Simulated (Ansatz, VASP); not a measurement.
**One calculation of Zn, two programs**

File INCAR:

```
SYSTEM = Zn
  PREC = Accurate
  ENCUT = 600
  EDIFF = 1E-7
  ISMEAR = 0
  SIGMA = 0.1
  LREAL = .FALSE.
  LASPH = .TRUE.
  NELM = 80
  ALGO = Fast
  ISIF = 3
  LWAVE = .FALSE.
  LCHARG = .FALSE.
  GGA = PE
  IVDW = 12
  IBRION = 2
  NSW = 70
  EDIFFG = -0.005
```

The input KPOINTS:

```
regular mesh
0
G
  18 18 8
  0 0 0
```

Contents of POSCAR:

```
Zn
1.0
    2.6333228696      0.0000000000      0.0000000000
   -1.3166614348      2.2805245014      0.0000000000
    0.0000000000      0.0000000000      5.1082439737
Zn
2
Direct
    0.3333333333      0.6666666667      0.2500000000
    0.6666666667      0.3333333333      0.7500000000
```

Input for Ansatz:

```yaml
crystal:
  lattice:
    - [2.6333228696, 0.0, 0.0]
    - [-1.3166614348, 2.2805245014, 0.0]
    - [0.0, 0.0, 5.1082439737]
  atoms:
    - { symbol: Zn, position: [0.3333333333, 0.6666666667, 0.25] }
    - { symbol: Zn, position: [0.6666666667, 0.3333333333, 0.75] }
basis:
  ecutwfc: 420
kpoints:
  mp_grid: { grid: [18, 18, 8] }
hamiltonian:
  xc: pbe
  dispersion: d3bj
scf:
  occupations: { method: gaussian, width: 0.1 }
output:
  forces: true
  stress: true
  eigenvalues: true
relax:
  adjacent_minimum: "off"
  f_tol: 0.005
  max_steps: 50
  cell: { stress_tol: 0.05 }
```

Alike in both runs: task relaxation of cell and atoms; functional PBE; dispersion D3(BJ); k mesh 18 × 18 × 8; occupations gaussian, width 0.1 eV; no spin polarisation.

|  | VASP | Ansatz |
| --- | --- | --- |
| version | VASP 6.6.1 | Ansatz 0.2.0 |
| potentials or method | VASP PAW PBE potentials, release 64 (Zn), cutoff 600 eV | scalar-relativistic, plane waves, PAW |
| valence electrons in the cell | 24 | 24 |

|  | VASP | Ansatz | Ansatz less VASP |
| --- | --- | --- | --- |
| gap on the k mesh at the Fermi level, each at its own relaxed structure (eV) | none | none | - |
| relaxed volume (Å³/atom) | 14.29 | 14.26 | -0.035 |
| relaxed cell length with the largest relative difference (Å) | 2.621 | 2.616 | -0.0050 |

A gap of «none» marks a metal or a gap that the smearing closes.
